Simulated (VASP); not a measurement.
A run of VASP 6.6.1:

The input INCAR:

```
PREC = Accurate
ENCUT = 520
EDIFF = 1E-6
ISMEAR = -1
SIGMA = 0.05
LREAL = F
LASPH = T
NELM = 80
ALGO = Normal
ISIF = 2
LWAVE = F
LCHARG = F
NBANDS = 12
```

File KPOINTS:

```
Automatic mesh
0
Gamma
  13 13 13
```

File POSCAR:

```
As
1.0
    0.0000000000      2.5810624707      2.5810624707
    2.5810624707      0.0000000000      2.5810624707
    2.5810624707      2.5810624707      0.0000000000
As
2
Direct
   -0.1250000000     -0.1250000000     -0.1250000000
    0.1250000000      0.1250000000      0.1250000000
```

Potentials or basis: VASP PAW LDA potentials, release 64 (As).

Run with:

```sh
$ cat potpaw_LDA.64/As/POTCAR > POTCAR
$ mpirun -np 1 vasp_std > vasp.out
```

Hardware: 1 thread of Intel(R) Xeon(R) Platinum 8375C CPU @ 2.90GHz (Ice Lake), with other jobs on the host.

Question: Estimate the wall time of this run.

Answer: Run time: 28 s on 1 thread of Intel(R) Xeon(R) Platinum 8375C CPU @ 2.90GHz (Ice Lake), with other jobs on the host, peak memory 0.15 GiB. Counts: scf iterations 10, k points 84.
